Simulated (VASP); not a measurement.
Runs of VASP 6.6.1 on KZnF3. The structure is that of space group Pm-3m (No. 221), or close to it. The cells are those of the table. 

```csv
level,cell,smearing,gap on the mesh (eV),pressure (GPa)
r2SCAN,"a = 3.965, b = 3.965, c = 4.112 Å, 5 atoms",gaussian 0.01 eV,4.53,2.8
r2SCAN,"a = 3.945, b = 3.945, c = 4.129 Å, 5 atoms",gaussian 0.01 eV,(b),(d)
PBE,"a = 4.046, b = 4.046, c = 3.844 Å, 5 atoms",fermi-dirac 0.02 eV,(c),11.0
PBE,"a = 3.945, b = 3.945, c = 4.129 Å, 5 atoms",fermi-dirac 0.02 eV,3.74,8.5
PBE,"a = 4.046 Å, 5 atoms",fermi-dirac 0.02 eV,3.80,5.2
r2SCAN,"a = 4.046 Å, 5 atoms",gaussian 0.01 eV,(a),0.3
r2SCAN,"a = 4.046, b = 4.046, c = 3.844 Å, 5 atoms",gaussian 0.01 eV,4.56,5.8
PBE,"a = 4.046 Å, angles 90.0, 90.0, 91.1°, 5 atoms",fermi-dirac 0.02 eV,3.80,5.2
```

Alike in all rows: task single point; potentials or basis VASP PAW PBE potentials, release 64 (K_sv, Zn, F); no spin polarisation; k mesh 6 × 6 × 6; cutoff (eV) 520.

Task: Fill in the values left out.

Result: (a) 4.59; (b) 4.52; (c) 3.78; (d) 3.6.

Caveats: the PAW data sets were made with another functional, which shifts forces and pressure a little (some runs).

A k mesh can miss the band edges.
